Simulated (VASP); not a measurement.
# Pt (P6_3/mmc) in VASP: notebook

Runs on Pt. Level: LDA. Tasks: single point.

Program: VASP 6.6.1. These are calculated values, not measurements. Logs are shortened: lines on timing, memory, paths and dates and some standing lists are left out, and cuts for length are marked.

**1. The cell of the first run**

Symmetry: P6_3/mmc, No. 194, hexagonal system. Conventional cell: a = 2.624 Å, b = 2.624 Å, c = 4.532 Å, α = 90.00°, β = 90.00°, γ = 120.00°. Within 3.5 Å of Pt (site symmetry -6m2) lie 12 Pt at 2.62 to 2.73 Å.

**2. Single point, LDA, collinear spin, ferromagnetic start**

INCAR reads:

```
PREC = Accurate ; ENCUT = 520
EDIFF = 1E-6 ; ISMEAR = 0
SIGMA = 0.15 ; LREAL = F
LASPH = T ; NELM = 150
ALGO = Normal ; ISIF = 2
LWAVE = F ; LCHARG = F
ISPIN = 2 ; MAGMOM = 0.5 0.5
LORBIT = 11 ; NUPDOWN = 1.0
LMAXMIX = 4 ; GGA = CA
NBANDS = 21
```

KPOINTS reads:

```
regular mesh
0
Gamma
  21 21 10
```

POSCAR reads:

```
Pt
1.0
    2.6244633715      0.0000000000      0.0000000000
   -1.3122316858      2.2728519510      0.0000000000
    0.0000000000      0.0000000000      4.5317559673
Pt
2
Direct
    0.6666666667      0.3333333333      0.7500000000
    0.3333333333      0.6666666667      0.2500000000
```

Potentials or basis: VASP PAW LDA potentials, release 64 (Pt).

Command:

```
cat potpaw_LDA.64/Pt/POTCAR > POTCAR
mpirun -np 1 vasp_std > vasp.out
```

OUTCAR:

```text
PREC = Accurate
   ENCUT = 520
   EDIFF = 1E-6
   ISMEAR = 0
   LREAL = F
   LASPH = T
   NELM = 150
   ISIF = 2
   ISPIN = 2
   LORBIT = 11
   NUPDOWN = 1.0
   GGA = CA

 ion  position               nearest neighbor table
   1  0.667  0.333  0.750-   2 2.73   2 2.73   2 2.73   2 2.73   2 2.73   2 2.73
   2  0.333  0.667  0.250-   1 2.73   1 2.73   1 2.73   1 2.73   1 2.73   1 2.73

  LATTYP: Found a hexagonal cell.
 ALAT       =     2.6244633715
 C/A-ratio  =     1.7267362222

  Lattice vectors:

 A1 = (   2.6244633715,   0.0000000000,   0.0000000000)
 A2 = (  -1.3122316858,   2.2728519510,   0.0000000000)
 A3 = (   0.0000000000,   0.0000000000,   4.5317559673)

Analysis of symmetry for initial positions (statically):
=====================================================================
 Subroutine PRICEL returns:
 Original cell was already a primitive cell.

 Routine SETGRP: Setting up the symmetry group for a
 hexagonal supercell.

 Subroutine GETGRP returns: Found 24 space group operations
 (whereof 12 operations were pure point group operations)
 out of a pool of 24 trial point group operations.

The static configuration has the point symmetry D_3d.
 The point group associated with its full space group is D_6h.

Analysis of symmetry for dynamics (positions and initial velocities):
=====================================================================
 Subroutine PRICEL returns:
 Original cell was already a primitive cell.

 Routine SETGRP: Setting up the symmetry group for a
 hexagonal supercell.

 Subroutine GETGRP returns: Found 24 space group operations
 (whereof 12 operations were pure point group operations)
 out of a pool of 24 trial point group operations.

The dynamic configuration has the point symmetry D_3d.
 The point group associated with its full space group is D_6h.

Analysis of structural, dynamic, and magnetic symmetry:
=====================================================================
 Subroutine PRICEL returns:
 Original cell was already a primitive cell.

 Routine SETGRP: Setting up the symmetry group for a
 hexagonal supercell.

 Subroutine GETGRP returns: Found 24 space group operations
 (whereof 12 operations were pure point group operations)
 out of a pool of 24 trial point group operations.

The overall configuration has the point symmetry D_3d.
 The point group associated with its full space group is D_6h.

 Subroutine INISYM returns: Found 24 space group operations
 (whereof 12 operations are pure point group operations),
 and found     1 'primitive' translations

----------------------------------------------------------------------------------------

                                     Primitive cell

  volume of cell :      27.0320

  direct lattice vectors                    reciprocal lattice vectors
     2.624463372  0.000000000  0.000000000     0.381030275  0.219987932  0.000000000
    -1.312231686  2.272851951  0.000000000     0.000000000  0.439975864  0.000000000
     0.000000000  0.000000000  4.531755967     0.000000000  0.000000000  0.220665015

  length of vectors
     2.624463372  2.624463372  4.531755967     0.439975864  0.439975864  0.220665015

  position of ions in fractional coordinates (direct lattice)
     0.666666667  0.333333333  0.750000000
     0.333333333  0.666666667  0.250000000

  ion indices of the primitive-cell ions
   primitive index   ion index
                 1           1
                 2           2

----------------------------------------------------------------------------------------

 KPOINTS: regular mesh

Automatic generation of k-mesh.
 Grid dimensions read from file:
 generate k-points for:   21   21   10

 Generating k-lattice:

  Cartesian coordinates                     Fractional coordinates (reciprocal lattice)
     0.018144299  0.010475616  0.000000000     0.047619048  0.000000000  0.000000000
     0.000000000  0.020951232  0.000000000     0.000000000  0.047619048  0.000000000
     0.000000000  0.000000000  0.022066502     0.000000000  0.000000000  0.100000000

  Length of vectors
     0.020951232  0.020951232  0.022066502

  Shift w.r.t. Gamma in fractional coordinates (k-lattice)
     0.000000000  0.000000000  0.000000000

 Subroutine IBZKPT returns following result:
 ===========================================

 Found    288 irreducible k-points:

 Following reciprocal coordinates:
            Coordinates               Weight
  0.000000  0.000000  0.000000      1.000000
  0.047619  0.000000  0.000000      6.000000
  0.095238  0.000000  0.000000      6.000000
  0.142857  0.000000  0.000000      6.000000
  0.190476  0.000000  0.000000      6.000000
  0.238095  0.000000  0.000000      6.000000
[... 16 lines left out ...]
  0.142857  0.095238  0.000000     12.000000
  0.190476  0.095238  0.000000     12.000000
 [... further k-points ...]
   k-points           NKPTS =    288   k-points in BZ     NKDIM =    288   number of bands    NBANDS=     21
   number of dos      NEDOS =    301   number of ions     NIONS =      2
   total plane-waves  NPLWV =  14400
   dimension x,y,z NGX =    20 NGY =   20 NGZ =   36
   dimension x,y,z NGXF=    40 NGYF=   40 NGZF=   72
   ions per type =               2
   NGX,Y,Z   is equivalent  to a cutoff of  12.67, 12.67, 13.21 a.u.
   NGXF,Y,Z  is equivalent  to a cutoff of  25.34, 25.34, 26.41 a.u.
 SYSTEM =  unknown system
   PREC   = accura    normal or accurate (medium, high low for compatibility)
   ISTART =      0    job   : 0-new  1-cont  2-samecut
   ICHARG =      2    charge: 1-file 2-atom 10-const
   ISPIN  =      2    spin polarized calculation?
   LNONCOLLINEAR =      F non collinear calculations
   LSORBIT =      F    spin-orbit coupling
   LASPH  =      T    aspherical Exc in radial PAW
   ENCUT  =  520.0 eV  38.22 Ry    6.18 a.u.   4.88  4.88  8.43*2*pi/ulx,y,z
   NELM   =    150;   NELMIN=  2; NELMDL= -5     # of ELM steps
   EDIFF  = 0.1E-05   stopping-criterion for ELM
   LREAL  =      F    real-space projection
   EDIFFG = 0.1E-04   stopping-criterion for IOM
   NSW    =      0    number of steps for IOM
   IBRION =     -1    ionic relax: 0-MD 1-quasi-New 2-CG
   NFREE  =      0    steps in history (QN), initial steepest desc. (CG)
   ISIF   =      2    stress and relaxation
   ISYM   =      2    0-nonsym 1-usesym 2-fastsym
   POTIM  = 0.5000    time-step for ionic-motion
   TEBEG  =    0.0;   TEEND  =   0.0 temperature during run
   PSTRESS=    0.0 pullay stress
   NELECT =      20.0000    total number of electrons
   NUPDOWN=       1.0000    fix difference up-down
   EMIN   =  10.00;   EMAX   =-10.00  energy-range for DOS
   EFERMI =   0.00;   METHOD = LEGACY
   ISMEAR =     0;   SIGMA  =   0.15  broadening in eV -4-tet -1-fermi 0-gaus
   EFERMI_NEDOS =   21; number of points for ismear=-14 and -15
   IALGO  =     38    algorithm
   IMIX   =      4    mixing-type and parameters
     AMIX     =   0.40;   BMIX     =  1.00
     AMIX_MAG =   1.60;   BMIX_MAG =  1.00
  volume/ion in A,a.u.               =      13.52        91.21
  Fermi-wavevector in a.u.,A,eV,Ry     =   1.480672  2.798064 29.829258  2.192389
  Thomas-Fermi vector in A             =   2.594677
   LORBIT       =     11    0 simple, 1 ext, 2 COOP (PROOUT), +10 PAW based schemes
   GGA     = CA    functional components
   LHFCALC =     F    Hartree Fock is set to
   AEXX    =    0.0000 exact exchange contribution
   IVDW    =     0    specifies the selected vdW correction
   LEPSILON=     F    determine dielectric tensor
   LRPA    =     F    only Hartree local field effects (RPA)
 spin polarized calculation
 Gauss-broadening in eV      SIGMA  =   0.15
  energy-cutoff  :      520.00
  volume of cell :       27.03
 maximum number of plane-waves:       750
 NGX is ok and might be reduce to    20
   NGX =  9   NGY =  9   NGZ = 17

 number of electron      20.0000001 magnetization       1.0000000

 Free energy of the ion-electron system (eV)
  ---------------------------------------------------
  ext. energy  EPLUGINS =         0.00000000
  ---------------------------------------------------
  free energy    TOTEN  =       -14.50553676 eV

  energy without entropy =      -14.47899286  energy(sigma->0) =      -14.49226481

 E-fermi :  13.2175     XC(G=0): -14.3247

 val. band max:       13.6423529209   @ k =   0.0476   0.0000   0.0000
 cond. band min:      13.2187120268   @ k =   0.3810   0.0952   0.1000
 fundamental gap:     -0.4236408941
 Fermi energy:        13.6423576149

 spin component 1

 k-point     1 :       0.0000    0.0000    0.0000
  band No.  band energies     occupation
      1       1.8173      1.00000
      2       4.5467      1.00000
      3       8.1831      1.00000
      4       8.8550      1.00000
      5       8.8550      1.00000
      6       9.3453      1.00000
[... 13 lines left out ...]
     20      36.2272      0.00000
     21      37.8619      0.00000

 k-point     2 :       0.0476    0.0000    0.0000
  band No.  band energies     occupation
      1       1.9136      1.00000
      2       4.6371      1.00000
      3       8.1772      1.00000
      4       8.8430      1.00000
      5       8.9338      1.00000
      6       9.2904      1.00000
[... 13 lines left out ...]
     20      36.3433      0.00000
     21      39.0657      0.00000

 k-point     3 :       0.0952    0.0000    0.0000
  band No.  band energies     occupation
      1       2.1963      1.00000
      2       4.8957      1.00000
      3       8.1138      1.00000
      4       8.8554      1.00000
      5       9.1593      1.00000
      6       9.1680      1.00000
[... 13 lines left out ...]
     20      36.6885      0.00000
     21      39.7222      0.00000
[... 457 lines left out ...]
 k-point    23 :       0.1429    0.0952    0.0000
  band No.  band energies     occupation
      1       3.4789      1.00000
      2       5.9237      1.00000
      3       7.5991      1.00000
      4       8.3527      1.00000
      5       8.6070      1.00000
      6       9.3647      1.00000
[... 13 lines left out ...]
     20      36.5729      0.00000
     21      38.7605      0.00000

 k-point    24 :       0.1905    0.0952    0.0000
  band No.  band energies     occupation
      1       4.1250      1.00000
      2       6.1927      1.00000
      3       7.5617      1.00000
      4       7.7294      1.00000
      5       8.4560      1.00000
      6       9.3159      1.00000
[... 13 lines left out ...]
     20      35.9399      0.00000
     21      37.1545      0.00000

 [... further k-points ...]

 spin component 2

 k-point     1 :       0.0000    0.0000    0.0000
  band No.  band energies     occupation
      1       1.9332      1.00000
      2       4.7456      1.00000
      3       8.4652      1.00000
      4       9.1268      1.00000
      5       9.1268      1.00000
      6       9.6237      1.00000
[... 13 lines left out ...]
     20      36.3585      0.00000
     21      37.9528      0.00000

 k-point     2 :       0.0476    0.0000    0.0000
  band No.  band energies     occupation
      1       2.0295      1.00000
      2       4.8365      1.00000
      3       8.4575      1.00000
      4       9.1156      1.00000
      5       9.2061      1.00000
      6       9.5676      1.00000
[... 13 lines left out ...]
     20      36.4747      0.00000
     21      39.1718      0.00000

 k-point     3 :       0.0952    0.0000    0.0000
  band No.  band energies     occupation
      1       2.3124      1.00000
      2       5.0969      1.00000
      3       8.3877      1.00000
      4       9.1308      1.00000
      5       9.4336      1.00000
      6       9.4414      1.00000
[... 13 lines left out ...]
     20      36.8204      0.00000
     21      39.8751      0.00000
[... 457 lines left out ...]
 k-point    23 :       0.1429    0.0952    0.0000
  band No.  band energies     occupation
      1       3.5983      1.00000
      2       6.1366      1.00000
      3       7.8518      1.00000
      4       8.5600      1.00000
      5       8.8686      1.00000
      6       9.6497      1.00000
[... 13 lines left out ...]
     20      36.7207      0.00000
     21      38.8934      0.00000

 k-point    24 :       0.1905    0.0952    0.0000
  band No.  band energies     occupation
      1       4.2495      1.00000
      2       6.4159      1.00000
      3       7.8031      1.00000
      4       7.9399      1.00000
      5       8.7130      1.00000
      6       9.5773      1.00000
[... 13 lines left out ...]
     20      36.0823      0.00000
     21      37.3169      0.00000

 [... further k-points ...]

------------------------ aborting loop because EDIFF is reached ----------------------------------------

  FORCE on cell =-STRESS in cart. coord.  units (eV):
  Direction    XX          YY          ZZ          XY          YZ          ZX
  --------------------------------------------------------------------------------------
  -------------------------------------------------------------------------------------
  Total        7.3108375      7.3108375      5.4637856     -0.0000000      0.0000000      0.0000000
  in kB      433.3108185    433.3108185    323.8366930     -0.0000000      0.0000000      0.0000000
  external PRESSURE =     396.8194433 kB  Pullay stress =       0.0000000 kB

 VOLUME and BASIS-vectors are now :
 -----------------------------------------------------------------------------
  energy-cutoff  :      520.00
  volume of cell :       27.03
      direct lattice vectors                 reciprocal lattice vectors
     2.624463372  0.000000000  0.000000000     0.381030275  0.219987932  0.000000000
    -1.312231686  2.272851951  0.000000000     0.000000000  0.439975864  0.000000000
     0.000000000  0.000000000  4.531755967     0.000000000  0.000000000  0.220665015

 POSITION                                       TOTAL-FORCE (eV/Angst)
 -----------------------------------------------------------------------------------
      1.31223      0.75762      3.39882        -0.000000     -0.000000      0.000000
     -0.00000      1.51523      1.13294         0.000000      0.000000      0.000000
 -----------------------------------------------------------------------------------
    total drift:                               -0.000000      0.000000     -0.000000

  FREE ENERGIE OF THE ION-ELECTRON SYSTEM (eV)
  ---------------------------------------------------
  free  energy   TOTEN  =       -14.5055367590 eV

  energy  without entropy=      -14.4789928611  energy(sigma->0) =      -14.49226481

 total charge

# of ion       s       p       d       tot
------------------------------------------
    1        0.709   0.768   8.172   9.649
    2        0.709   0.768   8.172   9.649
--------------------------------------------------
tot          1.418   1.536  16.345  19.299

 magnetization (x)

# of ion       s       p       d       tot
------------------------------------------
    1        0.005   0.004   0.480   0.488
    2        0.005   0.004   0.480   0.488
--------------------------------------------------
tot          0.009   0.007   0.960   0.976
```

It took 6.3 min on 1 thread of Oxide Virtual Turin-like, shared host; peak memory 0.28 GiB.

Results:

| Quantity | Value |
| --- | --- |
| Free energy | -14.5055 eV |
| Pressure | 39.7 GPa |
| Net moment | 1.00 μB per cell |
| Site moments | Pt +0.49 μB |
| Valence electrons inside the program's atomic spheres | Pt 9.65 |

Caveat: spin-orbit coupling is left out, which moves the levels of the heavy elements; the total moment is fixed, so each spin has its own Fermi level.

**3. Single point, LDA, collinear spin, ferromagnetic start**

This run uses another cell than the first one, of 12.85 Å³/atom, 0.951 times its volume.

INCAR reads:

```
PREC = Accurate
ENCUT = 520
EDIFF = 1E-6
ISMEAR = 0
SIGMA = 0.15
LREAL = False
LASPH = True
NELM = 150
ALGO = Normal
ISIF = 2
LWAVE = False
LCHARG = False
ISPIN = 2
MAGMOM = 0.4 0.4
LORBIT = 11
NUPDOWN = 0.8
LMAXMIX = 4
NBANDS = 21
```

KPOINTS is that of step 2.

POSCAR reads:

```
Pt
1.0
    2.5804946569      0.0000000000      0.0000000000
   -1.2902473284      2.2347739272      0.0000000000
    0.0000000000      0.0000000000      4.4558335951
Pt
2
Direct
    0.6666666667      0.3333333333      0.7500000000
    0.3333333333      0.6666666667      0.2500000000
```

Potentials or basis: VASP PAW LDA potentials, release 64 (Pt).

Command:

```
cat potpaw_LDA.64/Pt/POTCAR > POTCAR
mpirun -np 1 vasp_std > vasp.out
```

Run time: 2.9 min. Hardware: 1 thread of Oxide Virtual Turin-like, shared host; peak memory 0.27 GiB.

The run converged. Its results:

* Free energy: -14.1033 eV
* Pressure: 67.3 GPa
* Net moment: 0.80 μB per cell
* Site moments: Pt +0.39 μB
* Valence electrons inside the program's atomic spheres: Pt 9.83

Stress tensor (GPa, compression positive):
```
71.63  0.00  0.00
 0.00 71.63  0.00
 0.00  0.00 58.56
```

Caveat: spin-orbit coupling is left out, which moves the levels of the heavy elements; the total moment is fixed, so each spin has its own Fermi level.

(Continued in part 2 of 2.)
